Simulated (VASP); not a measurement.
Set up this calculation in VASP 6.6.1, as the native input.

| Quantity | Value |
| --- | --- |
| Task | single point |
| Functional | r2SCAN |
| Potentials or basis | VASP PAW PBE potentials, release 64 (Pb_d, S) |
| Cutoff | 520 eV |
| k mesh | 3 × 3 × 2 |
| Occupations | fermi-dirac, width 0.112 eV |
| Spin | no spin polarisation |
| Dipole correction | no |
| Further INCAR settings | LREAL = Auto; ALGO = Normal; EDIFF = 1e-06; NBANDS = 94 |

The system is PbS.

```
Pb S
1.0
     9.99201    0.00000    0.00000
    -4.99601    8.65334    0.00000
     0.00000    0.00000    5.99647
Pb S
8 8
Cartesian
  -0.0717 2.9383 -0.3660
  2.4327 1.4043 2.5514
  -2.5730 7.1156 -0.4362
  -0.0104 5.7434 2.6544
  5.0176 2.9485 -0.3598
  7.5269 1.4047 2.6837
  2.6113 7.2859 -0.4162
  5.1107 5.7751 2.5582
  -0.0185 2.8188 2.6429
  2.4554 1.4279 5.5269
  -2.3141 7.4526 2.5238
  -0.0280 5.6304 5.7368
  4.9331 2.9925 2.8866
  7.3858 1.4997 5.6134
  2.7924 7.2506 2.6628
  5.1711 5.7878 5.5311
```

One way to write it, as run:

POSCAR

```
PbS
1.0
    9.9920110000      0.0000000000      0.0000000000
   -4.9960060000      8.6533360000      0.0000000000
    0.0000000000      0.0000000000      5.9964670000
Pb S
8 8
Direct
    0.1626059977      0.3395570217     -0.0610336053
    0.3246086560      0.1622808822      0.4254852065
    0.1536462835      0.8223003244     -0.0727475028
    0.3308197697      0.6637211360      0.4426531489
    0.6725227385      0.3407300953     -0.0599941599
    0.8344558454      0.1623312674      0.4475523671
    0.6823285076      0.8419803646     -0.0694050347
    0.8451663103      0.6673789161      0.4266130373
    0.1610196862      0.3257457008      0.4407346859
    0.3282470115      0.1650141633      0.9216902219
    0.1990252949      0.8612441491      0.4208748251
    0.3225273414      0.6506648996      0.9566928326
    0.6666158969      0.3458191153      0.4813774511
    0.8258288016      0.1733137370      0.9361165500
    0.6984177189      0.8379018219      0.4440583097
    0.8519529269      0.6688526829      0.9223852979
```

INCAR.step1

```
SYSTEM = PbS
ALGO     = Normal         ! electronic algorithm
EDIFF    = 1E-4           ! SCF threshold, eV
ENCUT    = 520            ! plane-wave cutoff, eV
GGA      = PE             ! functional
ISMEAR   = -1             ! smearing method
LASPH    = .TRUE.         ! aspherical terms in the spheres
LCHARG   = .FALSE.        ! write CHGCAR
LREAL    = Auto         
LWAVE    = .TRUE.         ! write WAVECAR
NBANDS   = 94             ! bands
NELM     = 60             ! most SCF steps
PREC     = Accurate       ! precision mode
SIGMA    = 0.112          ! smearing width, eV
```

INCAR.step2

```
SYSTEM = PbS
ALGO     = Normal         ! electronic algorithm
EDIFF    = 1E-6           ! SCF threshold, eV
ENCUT    = 520            ! plane-wave cutoff, eV
ISIF     = 2              ! what is computed and relaxed
ISMEAR   = -1             ! smearing method
ISTART   = 1            
LASPH    = .TRUE.         ! aspherical terms in the spheres
LCHARG   = .FALSE.        ! write CHGCAR
LMIXTAU  = .TRUE.       
LREAL    = Auto         
LWAVE    = .FALSE.        ! write WAVECAR
METAGGA  = R2SCAN         ! meta-GGA
NBANDS   = 94             ! bands
NELM     = 60             ! most SCF steps
PREC     = Accurate       ! precision mode
SIGMA    = 0.112          ! smearing width, eV
```

KPOINTS

```
k-points
0
G
  3 3 2
  0 0 0
```

Potentials or basis: VASP PAW PBE potentials, release 64 (Pb_d, S).

Command:

```sh
$ cat potpaw_PBE.64/Pb_d/POTCAR potpaw_PBE.64/S/POTCAR > POTCAR
$ cp INCAR.step1 INCAR
$ mpirun -np 1 vasp_std > vasp.out
$ cp INCAR.step2 INCAR
$ mpirun -np 1 vasp_std > vasp.out
```

It gave:

| Item | Value |
| --- | --- |
| Pressure | 1.3 GPa |
| Largest force | 1.286 eV/Å |
| Band gap on the k mesh | 1.37 eV |

Caveat: the k points lie up to 0.52 Å⁻¹ apart; the atoms stand as in a frame of molecular dynamics; the PAW data sets were made with another functional, which shifts forces and pressure a little; spin-orbit coupling is left out, which moves the levels of the heavy elements; an odd mesh through Γ misses points on the zone boundary, where band edges can lie.

Run time: 49 min on 1 thread of Oxide Virtual Turin-like Processor, with other jobs on the host, peak memory 0.84 GiB.
